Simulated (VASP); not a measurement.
**BaBr: single point with PBE**

Crystal: BaBr.

```
Ba Br
1.0
     4.04971    0.00000    0.00000
     0.00000    4.04971    0.00000
     0.00000    0.00000    4.06335
Ba Br
1 1
Cartesian
  0.0000 0.0000 0.0000
  2.0249 2.0249 2.0317
```

The cell was generated, and may not be a known phase.

```
Program                : VASP 6.6.1
Task                   : single point
Functional             : PBE
Potentials or basis    : VASP PAW PBE potentials, release 64 (Ba_sv, Br)
Cutoff                 : 520 eV
k mesh                 : 14 × 14 × 14
Occupations            : gaussian, width 0.1 eV
Spin                   : no spin polarisation
Dipole correction      : no
Further INCAR settings : ALGO = Normal; EDIFF = 1e-06; NBANDS = 16
```

| Quantity | Value |
| --- | --- |
| Pressure | 0.4 GPa |
| Band gap on the k mesh | zero (an odd number of electrons rules out a gap without spin polarisation) |

Levels at points of the mesh, in eV from the Fermi level:
```
           k point  band 7  band 8  band 9  band 10  band 11  band 12
(0.00, 0.00, 0.00)   -5.06   -5.06   -1.11    -1.10    -0.75     3.45
(0.50, 0.00, 0.00)   -5.35   -5.32   -0.16     2.09     2.71     3.28
(0.50, 0.50, 0.00)   -5.94   -4.99   -0.67    -0.02     1.48     1.48
(0.00, 0.00, 0.50)   -5.33   -5.33   -0.17     2.06     2.70     3.29
(0.50, 0.00, 0.50)   -5.93   -4.98   -0.67     0.00     1.51     1.52
(0.50, 0.50, 0.50)   -6.67   -6.66    3.19     3.21     3.21     3.77
```

Run time: 84 s on 1 thread of Intel(R) Xeon(R) 6975P-C (Granite Rapids) (shared host), peak memory 0.42 GiB.

Caveat: spin-orbit coupling is left out, which moves the levels of the heavy elements; an odd number of electrons without spin polarisation forces a metal; a magnetic or distorted state may lie lower.
